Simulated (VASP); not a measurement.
# Hf (Fm-3m) in VASP: notebook

Hf is run at these levels: LDA; tasks: single point.

Program: VASP 6.6.1. These are calculated values, not measurements. Logs are shortened: lines on timing, memory, paths and dates and some standing lists are left out, and cuts for length are marked.

### Step 1. The cell of the first run

The structure is cubic, space group Fm-3m (No. 225). Conventional cell: a = 4.241 Å, b = 4.241 Å, c = 4.241 Å, α = 90.00°, β = 90.00°, γ = 90.00°. Hf (site symmetry m-3m) has 12 Hf at 3.00 Å within 3.9 Å.

### Step 2. Single point, LDA (volume scaled by 0.92)

INCAR reads:

```
SYSTEM = Hf
PREC     = Accurate       ! precision mode
ENCUT    = 520            ! plane-wave cutoff, eV
EDIFF    = 1E-6           ! SCF threshold, eV
ISMEAR   = -1             ! smearing method
SIGMA    = 0.1            ! smearing width, eV
LREAL    = .False.        ! projectors in reciprocal space
LASPH    = .True.         ! aspherical terms in the spheres
NELM     = 80             ! most SCF steps
ALGO     = Normal         ! electronic algorithm
ISIF     = 2              ! what is computed and relaxed
LWAVE    = .False.        ! write WAVECAR
LCHARG   = .False.        ! write CHGCAR
NBANDS   = 11             ! bands
```

KPOINTS reads:

```
Automatic mesh
0
Gamma
  14 14 14
  0 0 0
```

POSCAR reads:

```
Hf
1.0
    0.0000000000      2.1205327694      2.1205327694
    2.1205327694      0.0000000000      2.1205327694
    2.1205327694      2.1205327694      0.0000000000
Hf
1
Direct
    0.0000000000      0.0000000000      0.0000000000
```

Potentials or basis: VASP PAW LDA potentials, release 64 (Hf_pv).

Started as:

```
$ cat potpaw_LDA.64/Hf_pv/POTCAR > POTCAR
$ mpirun -np 1 vasp_std > vasp.out
```

OUTCAR:

```text
SYSTEM = Hf
   PREC = Accurate
   ENCUT = 520
   EDIFF = 1E-6
   ISMEAR = -1
   LREAL = .False.
   LASPH = .True.
   NELM = 80
   ISIF = 2

 ion  position               nearest neighbor table
   1  0.000  0.000  0.000-

  LATTYP: Found a face centered cubic cell.
 ALAT       =     4.2410655388

  Lattice vectors:

 A1 = (   0.0000000000,   2.1205327694,   2.1205327694)
 A2 = (   2.1205327694,   0.0000000000,   2.1205327694)
 A3 = (   2.1205327694,   2.1205327694,   0.0000000000)

Analysis of symmetry for initial positions (statically):
[... 6 lines left out ...]

 Subroutine GETGRP returns: Found 48 space group operations
 (whereof 48 operations were pure point group operations)
 out of a pool of 48 trial point group operations.

The static configuration has the point symmetry O_h .

Analysis of symmetry for dynamics (positions and initial velocities):
[... 6 lines left out ...]

 Subroutine GETGRP returns: Found 48 space group operations
 (whereof 48 operations were pure point group operations)
 out of a pool of 48 trial point group operations.

The dynamic configuration has the point symmetry O_h .

 Subroutine INISYM returns: Found 48 space group operations
 (whereof 48 operations are pure point group operations),
 and found     1 'primitive' translations

----------------------------------------------------------------------------------------

                                     Primitive cell

  volume of cell :      19.0706

  direct lattice vectors                    reciprocal lattice vectors
     0.000000000  2.120532769  2.120532769    -0.235789801  0.235789801  0.235789801
     2.120532769  0.000000000  2.120532769     0.235789801 -0.235789801  0.235789801
     2.120532769  2.120532769  0.000000000     0.235789801  0.235789801 -0.235789801

  length of vectors
     2.998886202  2.998886202  2.998886202     0.408399915  0.408399915  0.408399915

  position of ions in fractional coordinates (direct lattice)
     0.000000000  0.000000000  0.000000000

  ion indices of the primitive-cell ions
   primitive index   ion index
                 1           1

----------------------------------------------------------------------------------------

 KPOINTS: Automatic mesh

Automatic generation of k-mesh.
 Grid dimensions read from file:
 generate k-points for:   14   14   14

 Generating k-lattice:

  Cartesian coordinates                     Fractional coordinates (reciprocal lattice)
    -0.016842129  0.016842129  0.016842129     0.071428571  0.000000000  0.000000000
     0.016842129 -0.016842129  0.016842129     0.000000000  0.071428571  0.000000000
     0.016842129  0.016842129 -0.016842129     0.000000000  0.000000000  0.071428571

  Length of vectors
     0.029171423  0.029171423  0.029171423

  Shift w.r.t. Gamma in fractional coordinates (k-lattice)
     0.000000000  0.000000000  0.000000000

 Subroutine IBZKPT returns following result:
 ===========================================

 Found    104 irreducible k-points:

 Following reciprocal coordinates:
            Coordinates               Weight
  0.000000  0.000000  0.000000      1.000000
  0.071429  0.000000  0.000000      8.000000
  0.142857  0.000000  0.000000      8.000000
  0.214286  0.000000  0.000000      8.000000
  0.285714  0.000000  0.000000      8.000000
  0.357143  0.000000  0.000000      8.000000
[... 16 lines left out ...]
  0.214286  0.142857  0.000000     24.000000
  0.285714  0.142857  0.000000     24.000000
 [... further k-points ...]
   k-points           NKPTS =    104   k-points in BZ     NKDIM =    104   number of bands    NBANDS=     11
   number of dos      NEDOS =    301   number of ions     NIONS =      1
   total plane-waves  NPLWV =  13824
   dimension x,y,z NGX =    24 NGY =   24 NGZ =   24
   dimension x,y,z NGXF=    48 NGYF=   48 NGZF=   48
   ions per type =               1
   NGX,Y,Z   is equivalent  to a cutoff of  13.30, 13.30, 13.30 a.u.
   NGXF,Y,Z  is equivalent  to a cutoff of  26.61, 26.61, 26.61 a.u.
 SYSTEM =  Hf
   PREC   = accura    normal or accurate (medium, high low for compatibility)
   ISTART =      0    job   : 0-new  1-cont  2-samecut
   ICHARG =      2    charge: 1-file 2-atom 10-const
   ISPIN  =      1    spin polarized calculation?
   LNONCOLLINEAR =      F non collinear calculations
   LSORBIT =      F    spin-orbit coupling
   LASPH  =      T    aspherical Exc in radial PAW
   ENCUT  =  520.0 eV  38.22 Ry    6.18 a.u.   5.58  5.58  5.58*2*pi/ulx,y,z
   NELM   =     80;   NELMIN=  2; NELMDL= -5     # of ELM steps
   EDIFF  = 0.1E-05   stopping-criterion for ELM
   LREAL  =      F    real-space projection
   EDIFFG = 0.1E-04   stopping-criterion for IOM
   NSW    =      0    number of steps for IOM
   IBRION =     -1    ionic relax: 0-MD 1-quasi-New 2-CG
   NFREE  =      0    steps in history (QN), initial steepest desc. (CG)
   ISIF   =      2    stress and relaxation
   ISYM   =      2    0-nonsym 1-usesym 2-fastsym
   POTIM  = 0.5000    time-step for ionic-motion
   TEBEG  =    0.0;   TEEND  =   0.0 temperature during run
   PSTRESS=    0.0 pullay stress
   NELECT =      10.0000    total number of electrons
   NUPDOWN=      -1.0000    fix difference up-down
   EMIN   =  10.00;   EMAX   =-10.00  energy-range for DOS
   EFERMI =   0.00;   METHOD = LEGACY
   ISMEAR =    -1;   SIGMA  =   0.10  broadening in eV -4-tet -1-fermi 0-gaus
   EFERMI_NEDOS =   21; number of points for ismear=-14 and -15
   IALGO  =     38    algorithm
   IMIX   =      4    mixing-type and parameters
     AMIX     =   0.40;   BMIX     =  1.00
     AMIX_MAG =   1.60;   BMIX_MAG =  1.00
  volume/ion in A,a.u.               =      19.07       128.69
  Fermi-wavevector in a.u.,A,eV,Ry     =   1.320140  2.494702 23.711804  1.742768
  Thomas-Fermi vector in A             =   2.449987
   LORBIT       =      0    0 simple, 1 ext, 2 COOP (PROOUT), +10 PAW based schemes
   GGA     = CA    functional components
   LHFCALC =     F    Hartree Fock is set to
   AEXX    =    0.0000 exact exchange contribution
   IVDW    =     0    specifies the selected vdW correction
   LEPSILON=     F    determine dielectric tensor
   LRPA    =     F    only Hartree local field effects (RPA)
 non-spin polarized calculation
  energy-cutoff  :      520.00
  volume of cell :       19.07
 maximum number of plane-waves:       533
 NGX is ok and might be reduce to    24
   NGX = 11   NGY = 11   NGZ = 11

 number of electron      10.0000000 magnetization

 Free energy of the ion-electron system (eV)
  ---------------------------------------------------
  ext. energy  EPLUGINS =         0.00000000
  ---------------------------------------------------
  free energy    TOTEN  =       -10.59660129 eV

  energy without entropy =      -10.55594572  energy(sigma->0) =      -10.57627350

 E-fermi :   5.8127     XC(G=0): -12.2176

 val. band max:        5.8083099385   @ k =  -0.4286   0.2857   0.1429
 cond. band min:       5.8280972590   @ k =   0.5000   0.1429   0.0714
 fundamental gap:      0.0197873205
 Fermi energy:         5.8126897638

 k-point     1 :       0.0000    0.0000    0.0000
  band No.  band energies     occupation
      1     -23.4774      2.00000
      2     -23.4774      2.00000
      3     -23.4774      2.00000
      4      -1.8460      2.00000
      5       7.1752      0.00000
      6       7.1752      0.00000
      7       7.1752      0.00000
      8      10.5503      0.00000
      9      10.5503      0.00000
     10      17.7585      0.00000
     11      18.4436      0.00000

 k-point     2 :       0.0714    0.0000    0.0000
  band No.  band energies     occupation
      1     -23.5538      2.00000
      2     -23.4865      2.00000
      3     -23.4865      2.00000
      4      -1.6272      2.00000
      5       6.9620      0.00002
      6       7.2788      0.00000
      7       7.2788      0.00000
      8      10.4274      0.00000
      9      10.4274      0.00000
     10      18.2358      0.00000
     11      18.4433      0.00000

 k-point     3 :       0.1429    0.0000    0.0000
  band No.  band energies     occupation
      1     -23.7633      2.00000
      2     -23.5120      2.00000
      3     -23.5120      2.00000
      4      -1.0127      2.00000
      5       6.4694      0.00281
      6       7.5161      0.00000
      7       7.5161      0.00000
      8      10.2072      0.00000
      9      10.2072      0.00000
     10      18.4417      0.00000
     11      19.2186      0.00000

 k-point     4 :       0.2143    0.0000    0.0000
  band No.  band energies     occupation
      1     -24.0547      2.00000
      2     -23.5485      2.00000
      3     -23.5485      2.00000
      4      -0.1350      2.00000
      5       5.9931      0.28259
      6       7.6421      0.00000
      7       7.6421      0.00000
      8      10.2744      0.00000
      9      10.2744      0.00000
     10      18.4178      0.00000
     11      18.5864      0.00000

 k-point     5 :       0.2857    0.0000    0.0000
  band No.  band energies     occupation
      1     -24.3641      2.00000
      2     -23.5886      2.00000
      3     -23.5886      2.00000
      4       0.7620      2.00000
      5       5.8294      0.91660
      6       7.4757      0.00000
      7       7.4757      0.00000
      8      10.8941      0.00000
      9      10.8941      0.00000
     10      17.5740      0.00000
     11      18.4478      0.00000
[... 211 lines left out ...]
 k-point    21 :      -0.0714    0.0714    0.0000
  band No.  band energies     occupation
      1     -23.6583      2.00000
      2     -23.5291      2.00000
      3     -23.4892      2.00000
      4      -1.2750      2.00000
      5       6.6351      0.00054
      6       7.4336      0.00000
      7       7.4589      0.00000
      8       9.9947      0.00000
      9      10.5362      0.00000
     10      18.4427      0.00000
     11      18.9632      0.00000

 k-point    22 :       0.1429    0.1429    0.0000
  band No.  band energies     occupation
      1     -23.7564      2.00000
      2     -23.5735      2.00000
      3     -23.5735      2.00000
      4      -0.7320      2.00000
      5       6.0171      0.22925
      6       7.8745      0.00000
      7       7.8745      0.00000
      8       8.9929      0.00000
      9      10.9620      0.00000
     10      18.4426      0.00000
     11      20.1120      0.00000

 k-point    23 :       0.2143    0.1429    0.0000
  band No.  band energies     occupation
      1     -23.9454      2.00000
      2     -23.6205      2.00000
      3     -23.6096      2.00000
      4      -0.0599      2.00000
      5       5.5534      1.86084
      6       7.8633      0.00000
      7       8.2016      0.00000
      8       8.8358      0.00000
      9      11.1721      0.00000
     10      18.4417      0.00000
     11      20.8565      0.00000

 k-point    24 :       0.2857    0.1429    0.0000
  band No.  band energies     occupation
      1     -24.1997      2.00000
      2     -23.6663      2.00000
      3     -23.6531      2.00000
      4       0.8148      2.00000
      5       5.2119      1.99509
      6       7.2107      0.00000
      7       8.3107      0.00000
      8       9.6643      0.00000
      9      11.6242      0.00000
     10      18.4386      0.00000
     11      19.8111      0.00000

 [... further k-points ...]
[... 5 lines left out ...]
  --------------------------------------------------------------------------------------
  -------------------------------------------------------------------------------------
  Total        1.3776846      1.3776846      1.3776846      0.0000000      0.0000000     -0.0000000
  in kB      115.7431884    115.7431884    115.7431884      0.0000000      0.0000000     -0.0000000
  external PRESSURE =     115.7431884 kB  Pullay stress =       0.0000000 kB

 VOLUME and BASIS-vectors are now :
 -----------------------------------------------------------------------------
  energy-cutoff  :      520.00
  volume of cell :       19.07
      direct lattice vectors                 reciprocal lattice vectors
     0.000000000  2.120532769  2.120532769    -0.235789801  0.235789801  0.235789801
     2.120532769  0.000000000  2.120532769     0.235789801 -0.235789801  0.235789801
     2.120532769  2.120532769  0.000000000     0.235789801  0.235789801 -0.235789801

 POSITION                                       TOTAL-FORCE (eV/Angst)
 -----------------------------------------------------------------------------------
      0.00000      0.00000      0.00000         0.000000      0.000000      0.000000
 -----------------------------------------------------------------------------------
    total drift:                               -0.000000     -0.000000     -0.000000

  FREE ENERGIE OF THE ION-ELECTRON SYSTEM (eV)
  ---------------------------------------------------
  free  energy   TOTEN  =       -10.5966012887 eV

  energy  without entropy=      -10.5559457205  energy(sigma->0) =      -10.57627350
```

Wall time 13 s (1 thread of AMD EPYC 7R43 (Zen 3), shared host); peak memory 0.11 GiB.

Results:

```
Free energy            : -10.5966 eV
Pressure               : 11.6 GPa
Band gap on the k mesh : zero (band 5 reaches 7.18 eV, above the bottom of band 6 at 5.01 eV)
```

Caveat: spin-orbit coupling is left out, which moves the levels of the heavy elements.

(Continued in part 2 of 2.)
